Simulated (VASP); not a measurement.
A run of VASP 6.6.1 is set up as follows.

File INCAR:

```
SYSTEM = CaAs2O5
ALGO     = Normal         ! electronic algorithm
EDIFF    = 1E-6           ! SCF threshold, eV
EDIFFG   = -0.04          ! ionic threshold
ENCUT    = 600            ! plane-wave cutoff, eV
GGA      = PE             ! functional
IBRION   = 2              ! ionic algorithm
ISIF     = 3              ! what is computed and relaxed
ISMEAR   = 0              ! smearing method
LASPH    = .True.         ! aspherical terms in the spheres
LCHARG   = .False.        ! write CHGCAR
LREAL    = .False.        ! projectors in reciprocal space
LWAVE    = .False.        ! write WAVECAR
NELM     = 80             ! most SCF steps
NSW      = 90             ! ionic steps
PREC     = Accurate       ! precision mode
SIGMA    = 0.1            ! smearing width, eV
```

Contents of KPOINTS:

```
k-points
0
Gamma
  3 3 6
  0 0 0
```

The input POSCAR:

```
CaAs2O5
1.0
    5.9708696100      0.0000000000      0.0000000000
   -2.9854348100      5.1709247700      0.0000000000
    0.0000000000      0.0000000000      3.5931810500
Ca As O
1 2 5
Direct
    0.0000000000      0.0000000000      0.0000000000
    0.3333333300      0.6666666700      0.5000000000
    0.6666666700      0.3333333300      0.5000000000
    0.3333333300      0.6666666700      0.0000000000
    0.9323138500      0.4661569200      0.5000000000
    0.5338430800      0.4661569200      0.5000000000
    0.5338430800      0.0676861500      0.5000000000
    0.6666666700      0.3333333300      0.0000000000
```

Potentials or basis: VASP PAW PBE potentials, release 64 (Ca_sv, As, O).

The run is started by

```console
$ cat potpaw_PBE.64/Ca_sv/POTCAR potpaw_PBE.64/As/POTCAR potpaw_PBE.64/O/POTCAR > POTCAR
$ mpirun -np 1 vasp_std > vasp.out
```

(1) What does it give for the relaxed cell?

(2) Estimate the space group after relaxing (to 0.1 Å).

Answers

(1) a = 6.343 Å, b = 6.343 Å, c = 3.759 Å, α = 90.00°, β = 90.00°, γ = 120.00°.

(2) P6/mmm (No. 191).

Caveat: the k points lie up to 0.38 Å⁻¹ apart in the final cell, too coarse for converged energies and pressures of a metal.
